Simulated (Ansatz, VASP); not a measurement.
**One calculation of ZrAl2N3, two programs**

```
Zr Al N
1.0
    -1.66977    1.66977    7.08424
     1.66977   -1.66977    7.08424
     1.66977    1.66977   -7.08424
Zr Al N
1 2 3
Cartesian
  0.0000 0.0000 7.0842
  0.0000 0.0000 11.8071
  0.0000 0.0000 2.3614
  0.0000 0.0000 9.4456
  0.0000 0.0000 4.7228
  0.0000 0.0000 0.0000
```

Alike in both runs: task single point; functional PBE; k mesh 8 × 8 × 8; occupations gaussian, width 0.1 eV; no spin polarisation.

|  | VASP | Ansatz |
| --- | --- | --- |
| version | VASP 6.6.1 | Ansatz 0.2.0 |
| potentials or method | VASP PAW PBE potentials, release 64 (Zr_sv, Al, N), cutoff 520 eV | scalar-relativistic, plane waves, PAW |
| valence electrons in the cell | 33 | 33 |

```tsv
	VASP	Ansatz	Ansatz less VASP
gap on the k mesh at the Fermi level (eV)	none	none	-
rms of the force components (eV/Å)	0.275	0.273	-0.0016
```

Atom by atom the forces differ by 0.002 eV/Å (rms over components). A gap of «none» marks a metal or a gap that the smearing closes. With one functional, cell and mesh, what is left measures potentials, basis and numerics.
